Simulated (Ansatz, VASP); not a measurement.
# One calculation of Hg, two programs

```xyz
2
Lattice="3.7808 0.0000 0.0000 0.0000 3.7808 0.0000 0.0000 0.0000 3.3428" Properties=species:S:1:pos:R:3 pbc="T T T"
Hg    0.0000    0.0000    0.0000
Hg    1.8904    1.8904    1.6714
```

Alike in both runs: task single point; functional PBEsol; k mesh 12 × 12 × 12; occupations gaussian, width 0.1 eV; no spin polarisation.

```csv
,VASP,Ansatz
version,VASP 6.6.1,Ansatz 0.2.0
potentials or method,"VASP PAW PBE potentials, release 64 (Hg), cutoff 520 eV","scalar-relativistic, plane waves, PAW"
valence electrons in the cell,24,40
```

|  | VASP | Ansatz | Ansatz less VASP |
| --- | --- | --- | --- |
| gap on the k mesh at the Fermi level (eV) | none | none | - |
| pressure (GPa) | 0.2 | -0.2 | -0.33 |
| traceless stress, the component that is largest in VASP (GPa) | -0.18 | -0.20 | -0.016 |

VASP's potentials were made for PBE, not for PBEsol. A gap of «none» marks a metal or a gap that the smearing closes. VASP's potentials hold 24 valence electrons a cell and Ansatz's 40, so a difference there can come from the potentials and not from the codes.

Neither program's run includes spin-orbit coupling.
